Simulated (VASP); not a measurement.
Wanted: the native input for a VASP 6.6.1 run.

| Quantity | Value |
| --- | --- |
| Task | electric field gradients |
| Functional | PBE |
| Potentials or basis | VASP PAW PBE potentials, release 64 (Mn_pv, S) |
| Cutoff | 520 eV |
| k mesh | 16 × 16 × 16 |
| Occupations | fermi-dirac, width 0.08 eV |
| Spin | collinear spin, ferromagnetic start |
| Starting moments | [4.0, 0.0] μB |
| Dipole correction | no |
| Further INCAR settings | ALGO = Normal; EDIFF = 1e-08; NBANDS = 20 |

The structure of MnS (rocksalt type) lies in POSCAR:

```
MnS
1.0
    0.0000000000      2.6009930592      2.6009930592
    2.6009930592      0.0000000000      2.6009930592
    2.6009930592      2.6009930592      0.0000000000
Mn S
1 1
Direct
    0.0000000000      0.0000000000      0.0000000000
    0.5000000000      0.5000000000      0.5000000000
```

One way to write it, as run:

INCAR

```
PREC = Accurate ; ENCUT = 520
EDIFF = 1E-8 ; ISMEAR = -1
SIGMA = 0.08 ; LREAL = False
LASPH = True ; NELM = 150
ALGO = Normal ; ISIF = 2
LWAVE = False ; LCHARG = False
ISPIN = 2 ; MAGMOM = 4 0
LORBIT = 11 ; LMAXMIX = 4
GGA = PE ; LEFG = True
NBANDS = 20
```

KPOINTS

```
regular mesh
0
Gamma
  16 16 16
```

Potentials or basis: VASP PAW PBE potentials, release 64 (Mn_pv, S).

Run with:

```bash
$ cat potpaw_PBE.64/Mn_pv/POTCAR potpaw_PBE.64/S/POTCAR > POTCAR
$ mpirun -np 1 vasp_std > vasp.out
```

It gave:

| Quantity | Value |
| --- | --- |
| Pressure | -3.0 GPa |
| Net moment | 4.67 μB per cell |
| Site moments | Mn +4.23; S +0.10 μB |
| Largest electric field gradient by atom | under 0.05 V/Å² on every atom |
| Valence electrons inside the program's atomic spheres | Mn 11.31; S 3.73 |

Caveat: the cell stands under tension; a cell with one magnetic atom can't hold antiferromagnetic order, which such compounds often take.

It took 6.8 min on 1 thread of Intel Xeon 8259CL, with other jobs on the host, peak memory 0.28 GiB.
